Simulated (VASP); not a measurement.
# TaN (Fm-3m) in VASP: further runs, part 2 of 2

VASP 6.6.1. The steps go on from the part before.

**3. Electric field gradients, PBE**

The input, INCAR:

```
SYSTEM = TaN
  ALGO = Normal
  EDIFF = 1E-8
  ENCUT = 520
  GGA = PE
  ISIF = 2
  ISMEAR = -1
  LASPH = .TRUE.
  LCHARG = .FALSE.
  LEFG = .TRUE.
  LREAL = .FALSE.
  LWAVE = .FALSE.
  NBANDS = 15
  NELM = 100
  PREC = Accurate
  SIGMA = 0.02
```

The input, KPOINTS:

```
k-points
0
G
  11 11 11
  0 0 0
```

The input, POSCAR:

```
TaN
1.0
    0.0000000000      2.2085294952      2.2085294952
    2.2085294952      0.0000000000      2.2085294952
    2.2085294952      2.2085294952      0.0000000000
Ta N
1 1
Direct
    0.5000000000      0.5000000000      0.5000000000
    0.0000000000      0.0000000000      0.0000000000
```

Potentials or basis: VASP PAW PBE potentials, release 64 (Ta_pv, N).

Run with:

```bash
cat potpaw_PBE.64/Ta_pv/POTCAR potpaw_PBE.64/N/POTCAR > POTCAR
mpirun -np 1 vasp_std > vasp.out
```

OUTCAR:

```text
SYSTEM = TaN
   EDIFF = 1E-8
   ENCUT = 520
   GGA = PE
   ISIF = 2
   ISMEAR = -1
   LASPH = .TRUE.
   LREAL = .FALSE.
   NELM = 100
   PREC = Accurate

 ion  position               nearest neighbor table
   1  0.500  0.500  0.500-   2 2.21   2 2.21   2 2.21   2 2.21   2 2.21   2 2.21
   2  0.000  0.000  0.000-   1 2.21   1 2.21   1 2.21   1 2.21   1 2.21   1 2.21

  LATTYP: Found a face centered cubic cell.
 ALAT       =     4.4170589904

  Lattice vectors:

 A1 = (   0.0000000000,   2.2085294952,   2.2085294952)
 A2 = (   2.2085294952,   0.0000000000,   2.2085294952)
 A3 = (   2.2085294952,   2.2085294952,   0.0000000000)

Analysis of symmetry for initial positions (statically):
=====================================================================
 Subroutine PRICEL returns:
 Original cell was already a primitive cell.

 Routine SETGRP: Setting up the symmetry group for a
 face centered cubic supercell.

 Subroutine GETGRP returns: Found 48 space group operations
 (whereof 48 operations were pure point group operations)
 out of a pool of 48 trial point group operations.

The static configuration has the point symmetry O_h .

Analysis of symmetry for dynamics (positions and initial velocities):
=====================================================================
 Subroutine PRICEL returns:
 Original cell was already a primitive cell.

 Routine SETGRP: Setting up the symmetry group for a
 face centered cubic supercell.

 Subroutine GETGRP returns: Found 48 space group operations
 (whereof 48 operations were pure point group operations)
 out of a pool of 48 trial point group operations.

The dynamic configuration has the point symmetry O_h .

 Subroutine INISYM returns: Found 48 space group operations
 (whereof 48 operations are pure point group operations),
 and found     1 'primitive' translations

----------------------------------------------------------------------------------------

                                     Primitive cell

  volume of cell :      21.5447

  direct lattice vectors                    reciprocal lattice vectors
     0.000000000  2.208529495  2.208529495    -0.226394984  0.226394984  0.226394984
     2.208529495  0.000000000  2.208529495     0.226394984 -0.226394984  0.226394984
     2.208529495  2.208529495  0.000000000     0.226394984  0.226394984 -0.226394984

  length of vectors
     3.123332365  3.123332365  3.123332365     0.392127615  0.392127615  0.392127615

  position of ions in fractional coordinates (direct lattice)
     0.500000000  0.500000000  0.500000000
     0.000000000  0.000000000  0.000000000

  ion indices of the primitive-cell ions
   primitive index   ion index
                 1           1
                 2           2

----------------------------------------------------------------------------------------

 KPOINTS: k-points

Automatic generation of k-mesh.
 Grid dimensions read from file:
 generate k-points for:   11   11   11

 Generating k-lattice:

  Cartesian coordinates                     Fractional coordinates (reciprocal lattice)
[... 74 lines left out ...]
   EFERMI =   0.00;   METHOD = LEGACY
   ISMEAR =    -1;   SIGMA  =   0.02  broadening in eV -4-tet -1-fermi 0-gaus
   EFERMI_NEDOS =   21; number of points for ismear=-14 and -15
   IALGO  =     38    algorithm
   IMIX   =      4    mixing-type and parameters
     AMIX     =   0.40;   BMIX     =  1.00
     AMIX_MAG =   1.60;   BMIX_MAG =  1.00
  volume/ion in A,a.u.               =      10.77        72.70
  Fermi-wavevector in a.u.,A,eV,Ry     =   1.482524  2.801563 29.903922  2.197876
  Thomas-Fermi vector in A             =   2.596299
   LORBIT       =      0    0 simple, 1 ext, 2 COOP (PROOUT), +10 PAW based schemes
   GGA     = PE    functional components
   LHFCALC =     F    Hartree Fock is set to
   AEXX    =    0.0000 exact exchange contribution
   IVDW    =     0    specifies the selected vdW correction
   LEPSILON=     F    determine dielectric tensor
   LRPA    =     F    only Hartree local field effects (RPA)
 non-spin polarized calculation
  energy-cutoff  :      520.00
  volume of cell :       21.54
 maximum number of plane-waves:       595
   NGX = 11   NGY = 11   NGZ = 11

 number of electron      16.0000003 magnetization

 Free energy of the ion-electron system (eV)
  ---------------------------------------------------
  ext. energy  EPLUGINS =         0.00000000
  ---------------------------------------------------
  free energy    TOTEN  =       -21.82169243 eV

  energy without entropy =      -21.82139475  energy(sigma->0) =      -21.82154359

 E-fermi :   9.4535     XC(G=0): -13.3652

 val. band max:        9.3479125619   @ k =  -0.3636   0.2727   0.0909
 cond. band min:       9.4577434704   @ k =   0.0000   0.0000   0.0000
 fundamental gap:      0.1098309086
 Fermi energy:         9.4535154858

 k-point     1 :       0.0000    0.0000    0.0000
  band No.  band energies     occupation
      1     -26.4075      2.00000
      2     -26.4075      2.00000
      3     -26.4075      2.00000
      4      -9.3557      2.00000
      5       5.6108      2.00000
      6       5.6108      2.00000
      7       5.6108      2.00000
      8       7.3273      2.00000
      9       7.3273      2.00000
     10       7.3273      2.00000
     11       9.4577      0.89469
     12       9.4577      0.89467
     13      10.8048      0.00000
     14      18.7963      0.00000
[... 401 lines left out ...]
      2     -26.5804      2.00000
      3     -26.4410      2.00000
      4      -7.7556      2.00000
      5       1.2154      2.00000
      6       2.6399      2.00000
      7       3.3944      2.00000
      8       8.7140      2.00000
      9       9.0901      2.00000
     10      10.7549      0.00000
     11      11.2175      0.00000
     12      14.9205      0.00000
     13      15.1999      0.00000
     14      21.7145      0.00000
     15      22.5691      0.00000

 [... further k-points ...]
[... 5 lines left out ...]
  --------------------------------------------------------------------------------------
  -------------------------------------------------------------------------------------
  Total        0.1054743      0.1054743      0.1054743     -0.0000000      0.0000000      0.0000000
  in kB        7.8436406      7.8436406      7.8436406     -0.0000000      0.0000000      0.0000000
  external PRESSURE =       7.8436406 kB  Pullay stress =       0.0000000 kB

 VOLUME and BASIS-vectors are now :
 -----------------------------------------------------------------------------
  energy-cutoff  :      520.00
  volume of cell :       21.54
      direct lattice vectors                 reciprocal lattice vectors
     0.000000000  2.208529495  2.208529495    -0.226394984  0.226394984  0.226394984
     2.208529495  0.000000000  2.208529495     0.226394984 -0.226394984  0.226394984
     2.208529495  2.208529495  0.000000000     0.226394984  0.226394984 -0.226394984

 POSITION                                       TOTAL-FORCE (eV/Angst)
 -----------------------------------------------------------------------------------
      2.20853      2.20853      2.20853        -0.000000     -0.000000      0.000000
      0.00000      0.00000      0.00000         0.000000      0.000000     -0.000000
 -----------------------------------------------------------------------------------
    total drift:                                0.000000     -0.000000     -0.000000

  FREE ENERGIE OF THE ION-ELECTRON SYSTEM (eV)
  ---------------------------------------------------
  free  energy   TOTEN  =       -21.8216924342 eV

  energy  without entropy=      -21.8213947547  energy(sigma->0) =      -21.82154359

 Electric field gradients (V/A^2)
---------------------------------------------------------------------
 ion       V_xx      V_yy      V_zz      V_xy      V_xz      V_yz
---------------------------------------------------------------------
   1      -0.000    -0.000    -0.000    -0.000    -0.000    -0.000
   2      -0.000     0.000    -0.000     0.000     0.000     0.000
---------------------------------------------------------------------

 Electric field gradients after diagonalization (V/A^2)
 (convention: |V_zz| > |V_xx| > |V_yy|)
----------------------------------------------------------------------
 ion       V_xx      V_yy      V_zz     asymmetry (V_yy - V_xx)/ V_zz
----------------------------------------------------------------------
   1       0.000     0.000    -0.000       0.000
   2      -0.000    -0.000     0.001       0.000
----------------------------------------------------------------------

           NMR quadrupolar parameters

 Cq : quadrupolar parameter    Cq=e*Q*V_zz/h
 eta: asymmetry parameters     (V_yy - V_xx)/ V_zz
 Q  : nuclear electric quadrupole moment in mb (millibarn)
----------------------------------------------------------------------
 ion       Cq(MHz)       eta       Q (mb)
----------------------------------------------------------------------
   1      -0.000       0.000       1.000
   2       0.000       0.000       1.000
----------------------------------------------------------------------
```

OSZICAR:

```text
N       E                     dE             d eps       ncg     rms          rms(c)
DAV:   1     0.883843014343E+02    0.88384E+02   -0.87271E+03  1680   0.112E+03
DAV:   2    -0.221413290152E+02   -0.11053E+03   -0.10438E+03  2114   0.304E+02
DAV:   3    -0.248450268301E+02   -0.27037E+01   -0.26939E+01  1841   0.442E+01
DAV:   4    -0.248553151911E+02   -0.10288E-01   -0.10287E-01  2219   0.293E+00
DAV:   5    -0.248553856213E+02   -0.70430E-04   -0.70429E-04  1883   0.215E-01    0.235E+01
DAV:   6    -0.219184806602E+02    0.29369E+01   -0.55286E+00  1955   0.262E+01    0.967E+00
DAV:   7    -0.218560451204E+02    0.62436E-01   -0.54069E-01  1918   0.601E+00    0.676E+00
DAV:   8    -0.218291683197E+02    0.26877E-01   -0.15452E-01  1911   0.334E+00    0.168E+00
DAV:   9    -0.218217678529E+02    0.74005E-02   -0.20496E-02  1939   0.118E+00    0.324E-01
DAV:  10    -0.218217276064E+02    0.40246E-04   -0.13596E-03  1904   0.386E-01    0.575E-02
DAV:  11    -0.218216925641E+02    0.35042E-04   -0.62199E-05  2017   0.940E-02    0.164E-02
DAV:  12    -0.218216927992E+02   -0.23510E-06   -0.60491E-06  1918   0.225E-02    0.581E-03
DAV:  13    -0.218216924171E+02    0.38213E-06   -0.15480E-07  2086   0.382E-03    0.259E-03
DAV:  14    -0.218216924431E+02   -0.26008E-07   -0.22405E-08  1813   0.137E-03    0.464E-04
DAV:  15    -0.218216924342E+02    0.89117E-08   -0.12239E-09  1148   0.433E-04
   1 F= -.21821692E+02 E0= -.21821544E+02  d E =-.297679E-03
```

stdout:

```text
POSCAR found type information on POSCAR TaN
 POSCAR found :  2 types and       2 ions
 scaLAPACK will be used
 LDA part: xc-table for (Slater+PW92), standard interpolation
 POSCAR, INCAR and KPOINTS ok, starting setup
 FFT: planning ... GRIDC
 FFT: planning ... GRID_SOFT
 FFT: planning ... GRID
 WAVECAR not read
 entering main loop
ion   1

ion   2
```

Wall time 8.5 s (1 thread of Intel Xeon 6975P-C (Granite Rapids), shared host); peak memory 0.15 GiB.

Results:

| Quantity | Value |
| --- | --- |
| Free energy | -21.8217 eV |
| Pressure | 0.8 GPa |
| Band gap on the k mesh | zero (band 8 reaches 11.04 eV, above the bottom of band 9 at 7.33 eV) |

Caveat: without QUAD_EFG the Cq values of the log hold for a quadrupole moment of 1 mb, not for the nuclei; spin-orbit coupling is left out, which moves the levels of the heavy elements.
